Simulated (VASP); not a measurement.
Zn6O7 (a cell with a defect): single point with PBE

The system is Zn6O7 (a cell with a defect).

```xyz
13
Lattice="0.0000 0.0000 -5.2932 -4.9191 -2.8400 0.0000 0.0000 5.6801 0.0000" Properties=species:S:1:pos:R:3 pbc="T T T"
Zn   -1.5172    0.8759   -2.6515
Zn   -3.4019   -1.9641   -2.6515
Zn   -0.0001    3.9281   -2.6515
Zn   -3.3374    1.9268   -5.2539
Zn    0.0000    1.8263   -5.2539
Zn   -1.5816   -0.9132   -5.2539
O    -1.7487    1.0095   -0.6715
O    -3.1703   -1.8305   -0.6716
O     0.0000    3.6607   -0.6716
O    -3.1200    1.8012   -3.1881
O    -0.0001    2.0774   -3.1881
O    -1.7992   -1.0388   -3.1881
O     0.0001   -0.0001   -4.3855
```

```yaml
Program: VASP 6.6.1
Task: single point
Functional: PBE
Potentials_or_basis: VASP PAW PBE potentials, release 64 (Zn, O)
Cutoff: 520 eV
k_mesh: 3 × 3 × 3
Occupations: gaussian, width 0.02 eV
Spin: no spin polarisation
Dipole_correction: no
Further_INCAR_settings: ALGO = Normal; EDIFF = 1e-06; NBANDS = 69
```

```json
{
  "Pressure": "5.0 GPa",
  "Largest force": "0.545 eV/Å",
  "Band gap on the k mesh": "zero (bands 57 and 58 overlap by 0.30 eV)"
}
```

Forces in eV/Å, atoms in the order of the input:
```
Zn  -0.047  0.027  0.048
Zn   0.047  0.027  0.048
Zn   0.000 -0.054  0.048
Zn  -0.031  0.018  0.051
Zn   0.000 -0.036  0.051
Zn   0.031  0.018  0.051
O   -0.126  0.073  0.033
O    0.126  0.073  0.033
O    0.000 -0.146  0.033
O   -0.142  0.082  0.049
O    0.000 -0.164  0.049
O    0.142  0.082  0.049
O    0.000  0.000 -0.545
```

Stress tensor (GPa, compression positive):
```
5.46 0.00 0.00
0.00 5.46 0.00
0.00 0.00 4.07
```

Levels at points of the mesh, in eV from the Fermi level:
```
           k point  band 53  band 54  band 55  band 56  band 57  band 58  band 59  band 60  band 61  band 62
(0.00, 0.00, 0.00)    -0.33    -0.15    -0.15    -0.03     0.05     0.05     1.39     6.12     6.86     7.36
```

Wall time 2.1 min on 1 thread of Intel(R) Xeon(R) 6975P-C (Granite Rapids), on a shared host, peak memory 0.29 GiB.

Caveat: the k points lie up to 0.43 Å⁻¹ apart.
